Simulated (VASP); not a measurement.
# Zr3S2 (R32) in VASP: further runs, part 2 of 2

VASP 6.6.1. The steps go on from the part before.

**4. Single point, r2SCAN**

This run uses another cell than the first one, of 20.36 Å³/atom, 1.064 times its volume.

File POSCAR:

```
Zr3S2
1.0
    2.9025379727      1.6757810799      3.4877732718
   -2.9025379727      1.6757810799      3.4877732718
    0.0000000000     -3.3515621597      3.4877732718
Zr S
3 2
Direct
    0.8387270000      0.5000000000      0.1612730000
    0.5000000000      0.1612730000      0.8387270000
    0.1612730000      0.8387270000      0.5000000000
    0.6650230000      0.6650230000      0.6650230000
    0.3349770000      0.3349770000      0.3349770000
```

File INCAR.step1:

```
PREC = Accurate ; ENCUT = 520
ISMEAR = -1 ; SIGMA = 0.05
LREAL = False ; LASPH = True
NELM = 60 ; NBANDS = 32
GGA = PE ; ALGO = Normal
EDIFF = 1E-4 ; LWAVE = True
LCHARG = False
```

File INCAR.step2:

```
PREC = Accurate ; ENCUT = 520
EDIFF = 1E-6 ; ISMEAR = -1
SIGMA = 0.05 ; LREAL = False
LASPH = True ; NELM = 60
ALGO = Normal ; ISIF = 2
LWAVE = False ; LCHARG = False
METAGGA = R2SCAN ; LMIXTAU = True
NBANDS = 32 ; ISTART = 1
```

File KPOINTS:

```
regular mesh
0
Gamma
  6 6 6
```

Potentials or basis: VASP PAW PBE potentials, release 64 (Zr_sv, S).

Command:

```console
$ cat potpaw_PBE.64/Zr_sv/POTCAR potpaw_PBE.64/S/POTCAR > POTCAR
$ cp INCAR.step1 INCAR
$ mpirun -np 1 vasp_std > vasp.out
$ cp INCAR.step2 INCAR
$ mpirun -np 1 vasp_std > vasp.out
```

OUTCAR:

```text
PREC = Accurate
   ENCUT = 520
   EDIFF = 1E-6
   ISMEAR = -1
   LREAL = False
   LASPH = True
   NELM = 60
   ISIF = 2
   METAGGA = R2SCAN
   ISTART = 1

 ion  position               nearest neighbor table
   1  0.839  0.500  0.161-   4 2.61   5 2.61   4 2.62   5 2.62   3 3.32   3 3.32   2 3.32   2 3.32
                             2 3.41   3 3.41   3 3.49   2 3.49
   2  0.500  0.161  0.839-   5 2.61   4 2.61   5 2.62   4 2.62   3 3.32   3 3.32   1 3.32   1 3.32
                             1 3.41   3 3.41   3 3.49   1 3.49
   3  0.161  0.839  0.500-   4 2.61   5 2.61   4 2.62   5 2.62   2 3.32   1 3.32   1 3.32   2 3.32
                             1 3.41   2 3.41   1 3.49   2 3.49
   4  0.665  0.665  0.665-   1 2.61   2 2.61   3 2.61   1 2.62   3 2.62   2 2.62
   5  0.335  0.335  0.335-   2 2.61   1 2.61   3 2.61   2 2.62   3 2.62   1 2.62

  LATTYP: Found a trigonal (rhomboedric) cell.
 ALAT       =     4.8370994724
 COS(alpha) =     0.2798619160

  Lattice vectors:

 A1 = (   2.9025379727,   1.6757810799,   3.4877732718)
 A2 = (  -2.9025379727,   1.6757810799,   3.4877732718)
 A3 = (   0.0000000000,  -3.3515621597,   3.4877732718)

Analysis of symmetry for initial positions (statically):
=====================================================================
 Subroutine PRICEL returns:
 Original cell was already a primitive cell.

 Routine SETGRP: Setting up the symmetry group for a
 trigonal (rhombohedral) supercell.

 Subroutine GETGRP returns: Found  6 space group operations
 (whereof  6 operations were pure point group operations)
 out of a pool of 12 trial point group operations.

The static configuration has the point symmetry D_3 .

Analysis of symmetry for dynamics (positions and initial velocities):
=====================================================================
 Subroutine PRICEL returns:
 Original cell was already a primitive cell.
[... 126 lines left out ...]
   NUPDOWN=      -1.0000    fix difference up-down
   EMIN   =  10.00;   EMAX   =-10.00  energy-range for DOS
   EFERMI =   0.00;   METHOD = LEGACY
   ISMEAR =    -1;   SIGMA  =   0.05  broadening in eV -4-tet -1-fermi 0-gaus
   EFERMI_NEDOS =   21; number of points for ismear=-14 and -15
   IALGO  =     38    algorithm
   IMIX   =      4    mixing-type and parameters
     AMIX     =   0.40;   BMIX     =  1.00
     AMIX_MAG =   1.60;   BMIX_MAG =  1.00
  volume/ion in A,a.u.               =      20.36       137.38
  Fermi-wavevector in a.u.,A,eV,Ry     =   1.274257  2.407996 22.092199  1.623731
  Thomas-Fermi vector in A             =   2.407035
   LORBIT       =      0    0 simple, 1 ext, 2 COOP (PROOUT), +10 PAW based schemes
   METAGGA = R2SCAN    functional components
   LHFCALC =     F    Hartree Fock is set to
   AEXX    =    0.0000 exact exchange contribution
   IVDW    =     0    specifies the selected vdW correction
   LEPSILON=     F    determine dielectric tensor
   LRPA    =     F    only Hartree local field effects (RPA)
 non-spin polarized calculation
  energy-cutoff  :      520.00
  volume of cell :      101.79
 maximum number of plane-waves:      2758
   NGX = 17   NGY = 17   NGZ = 17

 number of electron      47.9999998 magnetization

 Free energy of the ion-electron system (eV)
  ---------------------------------------------------
  ext. energy  EPLUGINS =         0.00000000
  ---------------------------------------------------
  free energy    TOTEN  =       -90.43144446 eV

  energy without entropy =      -90.41664196  energy(sigma->0) =      -90.42404321

 E-fermi :   8.9285     XC(G=0): -11.6175

 val. band max:        8.9277305126   @ k =   0.3333  -0.0000  -0.0000
 cond. band min:       8.9588699634   @ k =   0.3333   0.3333   0.3333
 fundamental gap:      0.0311394508
 Fermi energy:         8.9285135147

 k-point     1 :       0.0000    0.0000    0.0000
  band No.  band energies     occupation
      1     -41.9290      2.00000
      2     -41.8441      2.00000
      3     -41.8441      2.00000
      4     -19.4026      2.00000
      5     -19.4026      2.00000
      6     -19.3959      2.00000
[... 829 lines left out ...]
     31      12.1694      0.00000
     32      12.5431      0.00000

 [... further k-points ...]
[... 5 lines left out ...]
  --------------------------------------------------------------------------------------
  -------------------------------------------------------------------------------------
  Total       -0.6951224     -0.6951224     -0.1427214      0.0000000     -0.0000000      0.0000000
  in kB      -10.9415082    -10.9415082     -2.2464923      0.0000000     -0.0000000      0.0000000
  external PRESSURE =      -8.0431696 kB  Pullay stress =       0.0000000 kB

 VOLUME and BASIS-vectors are now :
 -----------------------------------------------------------------------------
  energy-cutoff  :      520.00
  volume of cell :      101.79
      direct lattice vectors                 reciprocal lattice vectors
     2.902537973  1.675781080  3.487773272     0.172263035  0.099456110  0.095571962
    -2.902537973  1.675781080  3.487773272    -0.172263035  0.099456110  0.095571962
     0.000000000 -3.351562160  3.487773272     0.000000000 -0.198912219  0.095571962

 POSITION                                       TOTAL-FORCE (eV/Angst)
 -----------------------------------------------------------------------------------
      0.98317      1.70290      5.23166        -0.038786     -0.067179      0.000000
      0.98317     -1.70290      5.23166        -0.038786      0.067179      0.000000
     -1.96634      0.00000      5.23166         0.077572      0.000000      0.000000
      0.00000      0.00000      6.95835         0.000000     -0.000000     -0.051427
      0.00000      0.00000      3.50497         0.000000      0.000000      0.051427
 -----------------------------------------------------------------------------------
    total drift:                               -0.000000      0.000000      0.000000

  FREE ENERGIE OF THE ION-ELECTRON SYSTEM (eV)
  ---------------------------------------------------
  free  energy   TOTEN  =       -90.4314444598 eV

  energy  without entropy=      -90.4166419624  energy(sigma->0) =      -90.42404321
```

OUTCAR.step1:

```text
PREC = Accurate
   ENCUT = 520
   ISMEAR = -1
   LREAL = False
   LASPH = True
   NELM = 60
[... 1074 lines left out ...]
     -1.96634      0.00000      5.23166         0.055289      0.000000      0.000000
      0.00000      0.00000      6.95835         0.000000     -0.000000     -0.015831
      0.00000      0.00000      3.50497         0.000000      0.000000      0.015831
 -----------------------------------------------------------------------------------
    total drift:                               -0.000000      0.000000      0.000000

  FREE ENERGIE OF THE ION-ELECTRON SYSTEM (eV)
  ---------------------------------------------------
  free  energy   TOTEN  =       -39.2396033121 eV

  energy  without entropy=      -39.2197861803  energy(sigma->0) =      -39.22969475
```

Wall time 2.4 min (1 thread of Intel Xeon 6975P-C (Granite Rapids), shared host); peak memory 0.26 GiB.

Results:

```
Free energy            : -90.4314 eV
Pressure               : -0.8 GPa
Largest force          : 0.078 eV/Å
Band gap on the k mesh : zero (band 24 reaches 9.07 eV, above the bottom of band 25 at 8.82 eV)
```

Forces in eV/Å, atoms in the order of the input:
```
Zr  -0.039 -0.067  0.000
Zr  -0.039  0.067  0.000
Zr   0.078  0.000  0.000
S    0.000  0.000 -0.051
S    0.000  0.000  0.051
```

Stress tensor (GPa, compression positive):
```
-1.09  0.00  0.00
 0.00 -1.09  0.00
 0.00  0.00 -0.22
```

Caveat: the PAW data sets were made with another functional, which shifts forces and pressure a little.

**5. Relaxation of cell and atoms, LDA**

This run uses another cell than the first one, of 20.36 Å³/atom, 1.064 times its volume.

File INCAR:

```
PREC = Accurate
ENCUT = 600
EDIFF = 1E-6
ISMEAR = -1
SIGMA = 0.05
LREAL = F
LASPH = T
NELM = 60
ALGO = Normal
ISIF = 3
LWAVE = F
LCHARG = F
IBRION = 2
NSW = 60
EDIFFG = -0.01
```

File KPOINTS:

```
Automatic mesh
0
Gamma
  6 6 6
```

POSCAR is that of step 4.

Potentials or basis: VASP PAW LDA potentials, release 64 (Zr_sv, S).

Command:

```console
$ cat potpaw_LDA.64/Zr_sv/POTCAR potpaw_LDA.64/S/POTCAR > POTCAR
$ mpirun -np 1 vasp_std > vasp.out
```

OUTCAR:

```text
PREC = Accurate
   ENCUT = 600
   EDIFF = 1E-6
   ISMEAR = -1
   LREAL = F
   LASPH = T
   NELM = 60
   ISIF = 3
   IBRION = 2
   NSW = 60
   EDIFFG = -0.01

 ion  position               nearest neighbor table
   1  0.839  0.500  0.161-   4 2.61   5 2.61   4 2.62   5 2.62   3 3.32   3 3.32   2 3.32   2 3.32
                             2 3.41   3 3.41   3 3.49   2 3.49
   2  0.500  0.161  0.839-   5 2.61   4 2.61   5 2.62   4 2.62   3 3.32   3 3.32   1 3.32   1 3.32
                             1 3.41   3 3.41   3 3.49   1 3.49
   3  0.161  0.839  0.500-   4 2.61   5 2.61   4 2.62   5 2.62   2 3.32   1 3.32   1 3.32   2 3.32
                             1 3.41   2 3.41   1 3.49   2 3.49
   4  0.665  0.665  0.665-   1 2.61   2 2.61   3 2.61   1 2.62   3 2.62   2 2.62
   5  0.335  0.335  0.335-   2 2.61   1 2.61   3 2.61   2 2.62   3 2.62   1 2.62

  LATTYP: Found a trigonal (rhomboedric) cell.
 ALAT       =     4.8370994724
 COS(alpha) =     0.2798619160

  Lattice vectors:

 A1 = (   2.9025379727,   1.6757810799,   3.4877732718)
 A2 = (  -2.9025379727,   1.6757810799,   3.4877732718)
 A3 = (   0.0000000000,  -3.3515621597,   3.4877732718)

Analysis of symmetry for initial positions (statically):
=====================================================================
 Subroutine PRICEL returns:
 Original cell was already a primitive cell.

 Routine SETGRP: Setting up the symmetry group for a
 trigonal (rhombohedral) supercell.

 Subroutine GETGRP returns: Found  6 space group operations
 (whereof  6 operations were pure point group operations)
 out of a pool of 12 trial point group operations.

The static configuration has the point symmetry D_3 .

Analysis of symmetry for dynamics (positions and initial velocities):
=====================================================================
 Subroutine PRICEL returns:
 Original cell was already a primitive cell.

 Routine SETGRP: Setting up the symmetry group for a
 trigonal (rhombohedral) supercell.

 Subroutine GETGRP returns: Found  6 space group operations
 (whereof  6 operations were pure point group operations)
 out of a pool of 12 trial point group operations.

[... 131 lines left out ...]
   GGA     = CA    functional components
   LHFCALC =     F    Hartree Fock is set to
   AEXX    =    0.0000 exact exchange contribution
   IVDW    =     0    specifies the selected vdW correction
   LEPSILON=     F    determine dielectric tensor
   LRPA    =     F    only Hartree local field effects (RPA)
 conjugate gradient relaxation of ions
 non-spin polarized calculation
  energy-cutoff  :      600.00
  volume of cell :      101.79
 maximum number of plane-waves:      3446
 NGX is ok and might be reduce to    40
   NGX = 19   NGY = 19   NGZ = 19

--------------------------------------- Ionic step        1  -------------------------------------------

 number of electron      47.9999999 magnetization

 Free energy of the ion-electron system (eV)
  ---------------------------------------------------
  ext. energy  EPLUGINS =         0.00000000
  ---------------------------------------------------
  free energy    TOTEN  =       -43.25545578 eV

  energy without entropy =      -43.23460870  energy(sigma->0) =      -43.24503224

------------------------ aborting loop because EDIFF is reached ----------------------------------------

  FORCE on cell =-STRESS in cart. coord.  units (eV):
  Direction    XX          YY          ZZ          XY          YZ          ZX
  --------------------------------------------------------------------------------------
  -------------------------------------------------------------------------------------
  Total       -4.5579623     -4.5579623     -4.9663531      0.0000000     -0.0000000      0.0000000
  in kB      -71.7441704    -71.7441704    -78.1724075      0.0000000     -0.0000000      0.0000000
  external PRESSURE =     -73.8869161 kB  Pullay stress =       0.0000000 kB
[... 26 lines left out ...]
--------------------------------------- Ionic step        2  -------------------------------------------

 number of electron      48.0000000 magnetization

 E-fermi :  10.3323     XC(G=0): -11.7635

 val. band max:       10.2843887560   @ k =   0.3333   0.3333   0.1667
 cond. band min:      10.3477859798   @ k =   0.1667   0.1667  -0.0000
 fundamental gap:      0.0633972238
 Fermi energy:        10.3322844235

 k-point     1 :       0.0000    0.0000    0.0000
  band No.  band energies     occupation
      1     -38.1290      2.00000
      2     -37.9800      2.00000
      3     -37.9800      2.00000
      4     -16.6026      2.00000
      5     -16.5984      2.00000
      6     -16.5663      2.00000
[... 968 lines left out ...]
--------------------------------------- Ionic step        8  -------------------------------------------

 number of electron      47.9999999 magnetization

 Free energy of the ion-electron system (eV)
  ---------------------------------------------------
  ext. energy  EPLUGINS =         0.00000000
  ---------------------------------------------------
  free energy    TOTEN  =       -43.40109364 eV

  energy without entropy =      -43.38138808  energy(sigma->0) =      -43.39124086

 E-fermi :   9.3835     XC(G=0): -11.4028

 val. band max:        9.3753972725   @ k =   0.3333   0.3333   0.3333
 cond. band min:       9.3939148679   @ k =   0.1667  -0.0000  -0.0000
 fundamental gap:      0.0185175954
 Fermi energy:         9.3835317269

 k-point     1 :       0.0000    0.0000    0.0000
  band No.  band energies     occupation
      1     -39.2734      2.00000
      2     -39.1669      2.00000
      3     -39.1669      2.00000
      4     -17.6557      2.00000
      5     -17.6341      2.00000
      6     -17.6341      2.00000
[... 767 lines left out ...]
  FREE ENERGIE OF THE ION-ELECTRON SYSTEM (eV)
  ---------------------------------------------------
  free  energy   TOTEN  =       -43.4010936407 eV

  energy  without entropy=      -43.3813880848  energy(sigma->0) =      -43.39124086

 reached required accuracy - stopping structural energy minimisation
```

Run time: 4.1 min. Hardware: 1 thread of Intel Xeon 6975P-C (Granite Rapids), shared host; peak memory 0.26 GiB.

Results:

```yaml
Free_energy: -43.4011 eV
Relaxed_volume: 19.15 Å³/atom
Relaxed_cell: a = 4.740 Å, b = 4.740 Å, c = 4.740 Å, α = 73.71°, β = 73.71°, γ = 73.71°
Space_group_after_relaxing_to_0.05_Å: R32 (No. 155)
Energy_gained_by_relaxing: 29.1 meV/atom
Ionic_steps: 8
Pressure_after_relaxing: 0.0 GPa
Largest_force_after_relaxing: 0.005 eV/Å
Band_gap_on_the_k_mesh: zero (band 24 reaches 9.51 eV, above the bottom of band 25 at 9.29 eV)
```

Forces on the atoms (eV/Å):
```
Zr   0.002  0.004  0.000
Zr   0.002 -0.004  0.000
Zr  -0.005  0.000  0.000
S    0.000  0.000 -0.004
S    0.000  0.000  0.004
```

Step by step:
```tsv
step	energy change (eV)	largest force (eV/Å)	pressure (GPa)	volume (Å³)
1	0.0000	0.1599	-7.39	101.79
2	0.1339	0.4165	12.99	88.57
3	-0.1452	0.0402	-0.18	95.97
4	-0.1453	0.0448	-0.02	95.85
5	-0.1455	0.0171	-0.01	95.82
6	-0.1456	0.0284	-0.01	95.80
7	-0.1456	0.0164	0.01	95.77
8	-0.1456	0.0045	0.04	95.75
```

Final structure:
```
Zr S
1.0
     2.84318    1.64151    3.41915
    -2.84318    1.64151    3.41915
     0.00000   -3.28302    3.41915
Zr S
3 2
Direct
  0.83890 0.50000 0.16110
  0.50000 0.16110 0.83890
  0.16110 0.83890 0.50000
  0.66480 0.66480 0.66480
  0.33520 0.33520 0.33520
```

Levels at points of the mesh, in eV from the Fermi level:
```
           k point  band 21  band 22  band 23  band 24  band 25  band 26  band 27  band 28
(0.00, 0.00, 0.00)    -2.68    -1.99     0.13     0.13     0.70     0.70     2.16     2.91
(0.50, 0.00, 0.00)    -1.24    -1.18    -0.94    -0.72    -0.10     1.02     1.83     1.91
(0.50, 0.50, 0.00)    -2.04    -1.31    -0.85    -0.30    -0.08     0.94     1.99     2.11
(0.50, 0.50, 0.50)    -0.79    -0.39    -0.21    -0.21     0.30     0.30     1.11     1.11
```

**6. Summary**

```tsv
task	level	potentials or basis	cell	cutoff (eV)	gap on the mesh (eV)	pressure (GPa)	largest force (eV/Å)
single point	LDA	VASP PAW LDA potentials, release 64 (Zr_sv, S)	a = 4.737 Å, angles 73.8°, 5 atoms	520	none	0.2	-
single point	LDA	VASP PAW LDA potentials, release 64 (Zr_sv, S)	a = 4.837 Å, angles 73.7°, 5 atoms	520	none	-7.4	0.16
single point	r2SCAN	VASP PAW PBE potentials, release 64 (Zr_sv, S)	a = 4.837 Å, angles 73.7°, 5 atoms	520	none	-0.8	0.08
relaxation of cell and atoms	LDA	VASP PAW LDA potentials, release 64 (Zr_sv, S)	relaxed from a = 4.837 Å, angles 73.7°, 5 atoms	600	none	0.0	-
```

Alike in all rows: no spin polarisation; k mesh 6 × 6 × 6; smearing fermi-dirac 0.05 eV.

Caveats: the PAW data sets were made with another functional, which shifts forces and pressure a little (some runs).

Absolute energies hang on the potentials; compare differences alone.
